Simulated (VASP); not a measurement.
Os2O, 6 atoms in the cell. The structure is cubic, space group Pn-3m (No. 224). The conventional cell has a = 4.394 Å, b = 4.394 Å, c = 4.394 Å, α = 90.00°, β = 90.00°, γ = 90.00°. Os (site symmetry -3m) has 2 O at 1.90 Å within 2.5 Å. Within 2.5 Å of O (site symmetry -43m) lie 4 Os at 1.90 Å. 

```yaml
Program: VASP 6.6.1
Task: single point
Functional: PBE
Potentials_or_basis: VASP PAW PBE potentials, release 64 (Os, O)
Cutoff: 520 eV
k_mesh: 8 × 8 × 8
Occupations: gaussian, width 0.1 eV
Spin: no spin polarisation
Dipole_correction: no
Further_INCAR_settings: ALGO = Normal; EDIFF = 1e-07; NBANDS = 31
```

Potentials or basis: VASP PAW PBE potentials, release 64 (Os, O).

The run is started by

```console
$ cat potpaw_PBE.64/Os/POTCAR potpaw_PBE.64/O/POTCAR > POTCAR
$ mpirun -np 1 vasp_std > vasp.out
```

Hardware: 1 thread of Intel Xeon 8259CL, with other jobs on the host.

Q: How long does it take, and how much memory?

A: Wall time 2.5 min on 1 thread of Intel Xeon 8259CL (shared host), peak memory 0.24 GiB. Counts: scf iterations 15, k points 35.
